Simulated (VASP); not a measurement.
Write the native input for VASP 6.6.1 that does the following.

* Task: single point
* Functional: PBE
* Potentials or basis: VASP PAW PBE potentials, release 64 (Sn_d, O)
* Cutoff: 520 eV
* k mesh: 10 × 10 × 8
* Occupations: gaussian, width 0.05 eV
* Spin: no spin polarisation
* Dipole correction: no
* Further INCAR settings: ALGO = Normal; EDIFF = 1e-06; NBANDS = 28

The structure of SnO lies in POSCAR:

```
SnO
1.0
    3.7125861900      0.0000000000      0.0000000000
    0.0000000000      3.7125861900      0.0000000000
    0.0000000000      0.0000000000      5.0679375214
Sn O
2 2
Direct
   -0.0431052619      0.5000000000      0.2286909982
    0.5431052619      0.0000000000      0.7713090018
    0.0045883204      0.0000000000      0.0000000000
    0.4954116796      0.5000000000      0.0000000000
```

This cell differs from its parent crystal: atoms displaced along a vibrational mode, the cell strained.

One way to write it, as run:

INCAR

```
SYSTEM = SnO
  PREC = Accurate
  ENCUT = 520
  EDIFF = 1E-6
  ISMEAR = 0
  SIGMA = 0.05
  LREAL = .FALSE.
  LASPH = .TRUE.
  NELM = 80
  ALGO = Normal
  ISIF = 2
  LWAVE = .FALSE.
  LCHARG = .TRUE.
  GGA = PE
  LELF = .TRUE.
  LVHAR = .TRUE.
  NBANDS = 28
```

KPOINTS

```
regular mesh
0
G
  10 10 8
  0 0 0
```

Potentials or basis: VASP PAW PBE potentials, release 64 (Sn_d, O).

The run is started by

```sh
$ cat potpaw_PBE.64/Sn_d/POTCAR potpaw_PBE.64/O/POTCAR > POTCAR
$ mpirun -np 1 vasp_std > vasp.out
```

Results of the run:

The pressure is 10.6 GPa. The largest force is 1.877 eV/Å. The band gap on the k mesh is 0.15 eV (least direct gap 2.02 eV).

Caveat: the cell differs from its parent crystal (atoms displaced along a vibrational mode, the cell strained); the cell stands under pressure; spin-orbit coupling is left out, which moves the levels of the heavy elements; forces of over 1 eV/Å act on the atoms, so gaps and moduli don't describe the material at rest.

Run time: 3.9 min on 1 thread of AMD EPYC 9R45 96-Core Processor (Zen 5), with other jobs on the host, peak memory 0.44 GiB.
